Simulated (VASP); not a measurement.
# HPt3 in VASP: further runs

Runs on HPt3. Level: PBE. Tasks: single point, relaxation of the atoms.

Program: VASP 6.6.1. These are calculated values, not measurements. Logs are shortened: lines on timing, memory, paths and dates and some standing lists are left out, and cuts for length are marked.

### 1 The cell of the first run

The cell holds a slab with vacuum, 4 atoms: a = 2.807 Å, b = 2.807 Å, c = 19.351 Å, α = 90.00°, β = 90.00°, γ = 90.00°.

### 2 Single point, PBE

INCAR

```
PREC = Accurate
ENCUT = 520
EDIFF = 1E-6
ISMEAR = 0
SIGMA = 0.1
LREAL = F
LASPH = T
NELM = 100
ALGO = Normal
ISIF = 2
LWAVE = F
LCHARG = F
LDIPOL = T
IDIPOL = 3
DIPOL = 0.5 0.5 0.348
GGA = PE
NBANDS = 24
```

KPOINTS

```
regular mesh
0
Gamma
  9 9 1
```

POSCAR

```
HPt3
1.0
    2.8071640668      0.0000000000      0.0000000000
    0.0000000000      2.8071640668      0.0000000000
    0.0000000000      0.0000000000     19.3513900635
Pt H
3 1
Direct
    0.5000000000      0.5000000000      0.2067034971
    0.0000000000      0.0000000000      0.3062505493
    0.5000000000      0.5000000000      0.4057274458
    0.5000000000      0.8333333333      0.4725219561
```

Potentials or basis: VASP PAW PBE potentials, release 64 (Pt, H).

Run with:

```bash
cat potpaw_PBE.64/Pt/POTCAR potpaw_PBE.64/H/POTCAR > POTCAR
mpirun -np 1 vasp_std > vasp.out
```

OUTCAR:

```text
PREC = Accurate
   ENCUT = 520
   EDIFF = 1E-6
   ISMEAR = 0
   LREAL = F
   LASPH = T
   NELM = 100
   ISIF = 2
   GGA = PE

 ion  position               nearest neighbor table
   1  0.500  0.500  0.207-   2 2.77   2 2.77   2 2.77   2 2.77
   2  0.000  0.000  0.306-   3 2.77   3 2.77   3 2.77   3 2.77   1 2.77   1 2.77   1 2.77   1 2.77

   3  0.500  0.500  0.406-   4 1.60   2 2.77   2 2.77   2 2.77   2 2.77
   4  0.500  0.833  0.473-   3 1.60

  LATTYP: Found a simple tetragonal cell.
 ALAT       =     2.8071640668
 C/A-ratio  =     6.8935728739

  Lattice vectors:

 A1 = (   2.8071640668,   0.0000000000,   0.0000000000)
 A2 = (   0.0000000000,   2.8071640668,   0.0000000000)
 A3 = (   0.0000000000,   0.0000000000,  19.3513900635)

Analysis of symmetry for initial positions (statically):
=====================================================================
 Subroutine PRICEL returns:
 Original cell was already a primitive cell.

 Routine SETGRP: Setting up the symmetry group for a
 simple tetragonal supercell.

 Subroutine GETGRP returns: Found  2 space group operations
 (whereof  2 operations were pure point group operations)
 out of a pool of 16 trial point group operations.

The static configuration has the point symmetry C_1h.

Analysis of symmetry for dynamics (positions and initial velocities):
=====================================================================
 Subroutine PRICEL returns:
 Original cell was already a primitive cell.

 Routine SETGRP: Setting up the symmetry group for a
 simple tetragonal supercell.

 Subroutine GETGRP returns: Found  2 space group operations
 (whereof  2 operations were pure point group operations)
 out of a pool of 16 trial point group operations.

The dynamic configuration has the point symmetry C_1h.

 Subroutine INISYM returns: Found  2 space group operations
 (whereof  2 operations are pure point group operations),
 and found     1 'primitive' translations

----------------------------------------------------------------------------------------

                                     Primitive cell

  volume of cell :     152.4922

  direct lattice vectors                    reciprocal lattice vectors
     2.807164067  0.000000000  0.000000000     0.356231405  0.000000000  0.000000000
     0.000000000  2.807164067  0.000000000     0.000000000  0.356231405  0.000000000
     0.000000000  0.000000000 19.351390063     0.000000000  0.000000000  0.051675874

  length of vectors
     2.807164067  2.807164067 19.351390063     0.356231405  0.356231405  0.051675874

  position of ions in fractional coordinates (direct lattice)
     0.500000000  0.500000000  0.206703497
     0.000000000  0.000000000  0.306250549
     0.500000000  0.500000000  0.405727446
     0.500000000  0.833333333  0.472521956

  ion indices of the primitive-cell ions
   primitive index   ion index
                 1           1
                 2           2
                 3           3
                 4           4

----------------------------------------------------------------------------------------

 KPOINTS: regular mesh

Automatic generation of k-mesh.
 Grid dimensions read from file:
 generate k-points for:    9    9    1

 Generating k-lattice:

  Cartesian coordinates                     Fractional coordinates (reciprocal lattice)
     0.039581267  0.000000000  0.000000000     0.111111111  0.000000000  0.000000000
     0.000000000  0.039581267  0.000000000     0.000000000  0.111111111  0.000000000
     0.000000000  0.000000000  0.051675874     0.000000000  0.000000000  1.000000000

  Length of vectors
     0.039581267  0.039581267  0.051675874

  Shift w.r.t. Gamma in fractional coordinates (k-lattice)
     0.000000000  0.000000000  0.000000000

 Subroutine IBZKPT returns following result:
 ===========================================

 Found     25 irreducible k-points:

 Following reciprocal coordinates:
            Coordinates               Weight
  0.000000  0.000000  0.000000      1.000000
  0.111111  0.000000  0.000000      2.000000
  0.000000  0.111111  0.000000      2.000000
  0.222222  0.000000  0.000000      2.000000
  0.000000  0.222222  0.000000      2.000000
  0.333333  0.000000  0.000000      2.000000
[... 16 lines left out ...]
  0.444444  0.333333  0.000000      4.000000
 -0.333333  0.444444  0.000000      4.000000
   k-points           NKPTS =     25   k-points in BZ     NKDIM =     25   number of bands    NBANDS=     24
   number of dos      NEDOS =    301   number of ions     NIONS =      4
   total plane-waves  NPLWV =  82944
   dimension x,y,z NGX =    24 NGY =   24 NGZ =  144
   dimension x,y,z NGXF=    48 NGYF=   48 NGZF=  288
   ions per type =               3   1
   NGX,Y,Z   is equivalent  to a cutoff of  14.21, 14.21, 12.37 a.u.
   NGXF,Y,Z  is equivalent  to a cutoff of  28.43, 28.43, 24.74 a.u.
 SYSTEM =  unknown system
   PREC   = accura    normal or accurate (medium, high low for compatibility)
   ISTART =      0    job   : 0-new  1-cont  2-samecut
   ICHARG =      2    charge: 1-file 2-atom 10-const
   ISPIN  =      1    spin polarized calculation?
   LNONCOLLINEAR =      F non collinear calculations
   LSORBIT =      F    spin-orbit coupling
   LASPH  =      T    aspherical Exc in radial PAW
   ENCUT  =  520.0 eV  38.22 Ry    6.18 a.u.   5.22  5.22 35.98*2*pi/ulx,y,z
   NELM   =    100;   NELMIN=  2; NELMDL= -5     # of ELM steps
   EDIFF  = 0.1E-05   stopping-criterion for ELM
   LREAL  =      F    real-space projection
   EDIFFG = 0.1E-04   stopping-criterion for IOM
   NSW    =      0    number of steps for IOM
   IBRION =     -1    ionic relax: 0-MD 1-quasi-New 2-CG
   NFREE  =      0    steps in history (QN), initial steepest desc. (CG)
   ISIF   =      2    stress and relaxation
   ISYM   =      2    0-nonsym 1-usesym 2-fastsym
   POTIM  = 0.5000    time-step for ionic-motion
   TEBEG  =    0.0;   TEEND  =   0.0 temperature during run
   PSTRESS=    0.0 pullay stress
   NELECT =      31.0000    total number of electrons
   NUPDOWN=      -1.0000    fix difference up-down
   EMIN   =  10.00;   EMAX   =-10.00  energy-range for DOS
   EFERMI =   0.00;   METHOD = LEGACY
   ISMEAR =     0;   SIGMA  =   0.10  broadening in eV -4-tet -1-fermi 0-gaus
   EFERMI_NEDOS =   21; number of points for ismear=-14 and -15
   IALGO  =     38    algorithm
   IMIX   =      4    mixing-type and parameters
     AMIX     =   0.40;   BMIX     =  1.00
     AMIX_MAG =   1.60;   BMIX_MAG =  1.00
  volume/ion in A,a.u.               =      38.12       257.27
  Fermi-wavevector in a.u.,A,eV,Ry     =   0.962601  1.819051 12.607158  0.926600
  Thomas-Fermi vector in A             =   2.092074
   LORBIT       =      0    0 simple, 1 ext, 2 COOP (PROOUT), +10 PAW based schemes
   GGA     = PE    functional components
   LHFCALC =     F    Hartree Fock is set to
   AEXX    =    0.0000 exact exchange contribution
   IVDW    =     0    specifies the selected vdW correction
   LEPSILON=     F    determine dielectric tensor
   LRPA    =     F    only Hartree local field effects (RPA)
 non-spin polarized calculation
 Gauss-broadening in eV      SIGMA  =   0.10
  energy-cutoff  :      520.00
  volume of cell :      152.49
 maximum number of plane-waves:      4159
 NGX is ok and might be reduce to    24
   NGX = 11   NGY = 11   NGZ = 71

 dipolmoment           0.000000      0.000000      0.059517 electrons x Angstroem

 number of electron      30.9999998 magnetization

 dipolmoment           0.000000      0.000000     -0.014672 electrons x Angstroem

 Free energy of the ion-electron system (eV)
  ---------------------------------------------------
  ext. energy  EPLUGINS =         0.00000000
  ---------------------------------------------------
  free energy    TOTEN  =       -20.34631864 eV

  energy without entropy =      -20.31473197  energy(sigma->0) =      -20.33052531

 E-fermi :  -0.4671     XC(G=0):  -5.1961

 val. band max:       -0.4823477853   @ k =   0.1111   0.1111   0.0000
 cond. band min:      -0.4656373831   @ k =  -0.2222   0.4444   0.0000
 fundamental gap:      0.0167104022
 Fermi energy:        -0.4670589175

 k-point     1 :       0.0000    0.0000    0.0000
  band No.  band energies     occupation
      1      -9.5896      2.00000
      2      -7.5297      2.00000
      3      -6.6809      2.00000
      4      -6.4515      2.00000
      5      -5.5268      2.00000
      6      -4.8063      2.00000
[... 16 lines left out ...]
     23       7.6227      0.00000
     24       8.5082      0.00000

 k-point     2 :       0.1111    0.0000    0.0000
  band No.  band energies     occupation
      1      -9.3122      2.00000
      2      -7.3805      2.00000
      3      -6.4774      2.00000
      4      -6.2232      2.00000
      5      -5.2653      2.00000
      6      -4.7438      2.00000
[... 16 lines left out ...]
     23       7.8758      0.00000
     24       8.6312      0.00000

 k-point     3 :       0.0000    0.1111    0.0000
  band No.  band energies     occupation
      1      -9.2858      2.00000
      2      -7.2800      2.00000
      3      -6.4898      2.00000
      4      -6.2513      2.00000
      5      -5.5755      2.00000
      6      -4.7955      2.00000
[... 16 lines left out ...]
     23       7.8657      0.00000
     24       8.3930      0.00000
[... 514 lines left out ...]
 k-point    23 :       0.4444    0.3333    0.0000
  band No.  band energies     occupation
      1      -6.6292      2.00000
      2      -6.1644      2.00000
      3      -6.0234      2.00000
      4      -5.7769      2.00000
      5      -5.1429      2.00000
      6      -4.7398      2.00000
[... 16 lines left out ...]
     23       9.4580      0.00000
     24       9.9303      0.00000

 k-point    24 :      -0.3333    0.4444    0.0000
  band No.  band energies     occupation
      1      -6.7259      2.00000
      2      -6.1878      2.00000
      3      -6.0336      2.00000
      4      -5.9837      2.00000
      5      -5.0933      2.00000
      6      -4.7413      2.00000
[... 16 lines left out ...]
     23       9.5542      0.00000
     24      10.1472      0.00000

 [... further k-points ...]

------------------------ aborting loop because EDIFF is reached ----------------------------------------

 vacuum level on the upper side and lower side of the slab       (xc-potential included)        -0.313        -0.010

  FORCE on cell =-STRESS in cart. coord.  units (eV):
  Direction    XX          YY          ZZ          XY          YZ          ZX
  --------------------------------------------------------------------------------------
  -------------------------------------------------------------------------------------
  Total       -2.3496042     -2.5954938      1.2273228      0.0000000      0.5197774      0.0000000
  in kB      -24.6863874    -27.2698549     12.8950083      0.0000000      5.4611014      0.0000000
  external PRESSURE =     -13.0204113 kB  Pullay stress =       0.0000000 kB

 VOLUME and BASIS-vectors are now :
 -----------------------------------------------------------------------------
  energy-cutoff  :      520.00
  volume of cell :      152.49
      direct lattice vectors                 reciprocal lattice vectors
     2.807164067  0.000000000  0.000000000     0.356231405  0.000000000  0.000000000
     0.000000000  2.807164067  0.000000000     0.000000000  0.356231405  0.000000000
     0.000000000  0.000000000 19.351390063     0.000000000  0.000000000  0.051675874

 POSITION                                       TOTAL-FORCE (eV/Angst)
 -----------------------------------------------------------------------------------
      1.40358      1.40358      4.00000         0.000000     -0.047515     -0.089712
      0.00000      0.00000      5.92637         0.000000      0.046224     -0.465556
      1.40358      1.40358      7.85139         0.000000     -0.328116      0.527040
      1.40358      2.33930      9.14396         0.000000      0.329406      0.028229
 -----------------------------------------------------------------------------------
    total drift:                                0.000000      0.000020      0.000038

  FREE ENERGIE OF THE ION-ELECTRON SYSTEM (eV)
  ---------------------------------------------------
  free  energy   TOTEN  =       -20.3463186423 eV

  energy  without entropy=      -20.3147319697  energy(sigma->0) =      -20.33052531

 vacuum level on the upper side and lower side of the slab         4.803         5.097
```

Run time: 3.3 min. Hardware: 1 thread of Intel Xeon 8259CL, shared host; peak memory 0.31 GiB.

Results:

| Quantity | Value |
| --- | --- |
| Free energy | -20.3463 eV |
| Largest force | 0.621 eV/Å |
| Band gap on the k mesh | zero (an odd number of electrons rules out a gap without spin polarisation) |

Forces in eV/Å, atoms in the order of the input:
```
Pt   0.000 -0.048 -0.090
Pt   0.000  0.046 -0.466
Pt   0.000 -0.328  0.527
H    0.000  0.329  0.028
```

Caveat: spin-orbit coupling is left out, which moves the levels of the heavy elements.

### 3 Single point, PBE

INCAR

```
SYSTEM = HPt3
PREC = Accurate
ENCUT = 520
EDIFF = 1E-6
ISMEAR = 0
SIGMA = 0.1
LREAL = .FALSE.
LASPH = .TRUE.
NELM = 100
ALGO = Normal
ISIF = 2
LWAVE = .FALSE.
LCHARG = .FALSE.
LDIPOL = .TRUE.
IDIPOL = 3
DIPOL = 0.5 0.5 0.350
GGA = PE
NBANDS = 24
```

KPOINTS

```
regular mesh
0
G
  9 9 1
  0 0 0
```

POSCAR, as its differences from that of step 2:

```diff
@@ -11,2 +11,2 @@
     0.5000000000      0.5000000000      0.4057274458
-    0.5000000000      0.8333333333      0.4725219561
+    0.5000000000      0.6666666667      0.4830782457
```

Potentials or basis: VASP PAW PBE potentials, release 64 (Pt, H).

Run with:

```bash
cat potpaw_PBE.64/Pt/POTCAR potpaw_PBE.64/H/POTCAR > POTCAR
mpirun -np 1 vasp_std > vasp.out
```

Run time: 3.3 min. Hardware: 1 thread of Intel Xeon 8259CL, shared host; peak memory 0.31 GiB.

The run converged. Its results:

```yaml
Free_energy: -20.2813 eV
Largest_force: 0.580 eV/Å
Band_gap_on_the_k_mesh: zero (an odd number of electrons rules out a gap without spin polarisation)
```

Forces on the atoms (eV/Å):
```
Pt   0.000 -0.036 -0.081
Pt   0.000  0.081 -0.548
Pt   0.000 -0.089  0.573
H    0.000  0.045  0.056
```

Levels at points of the mesh, in eV from the Fermi level:
```csv
k point,band 12,band 13,band 14,band 15,band 16,band 17,band 18,band 19,band 20,band 21
"(0.00, 0.00, 0.00)",-1.52,-1.35,-1.21,-0.48,0.04,0.04,0.08,1.40,4.80,5.65
```

Caveat: spin-orbit coupling is left out, which moves the levels of the heavy elements.

(Continued in part 2 of 2.)
